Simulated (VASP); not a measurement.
Runs of VASP 6.6.1 on Ta. The structure is that of space group Im-3m (No. 229), or close to it. The cells are those of the table. 

| cell | gap on the mesh (eV) | pressure (GPa) |
| --- | --- | --- |
| a = 2.761 Å, angles 109.5°, 1 atom | none | 29.7 |
| a = 2.811 Å, angles 109.5°, 1 atom | none | 14.9 |
| a = 2.539 Å, angles 109.5°, 1 atom | none | (b) |
| a = 2.888 Å, angles 109.5°, 1 atom | none | -2.4 |
| a = 2.655 Å, angles 109.5°, 1 atom | none | (a) |

Alike in all rows: task single point; level PBE; potentials or basis VASP PAW PBE potentials, release 64 (Ta_pv); no spin polarisation; k mesh 22 × 22 × 22; cutoff (eV) 520; smearing gaussian 0.05 eV.

Task: Fill in the values left out.

Result: (a) 73.4; (b) 145.8.

Caveats: spin-orbit coupling is left out, which moves the levels of the heavy elements.

A k mesh can miss the band edges, and the runs leave out spin-orbit coupling on Ta.

A gap of «none» marks levels without a gap at the run's occupations.
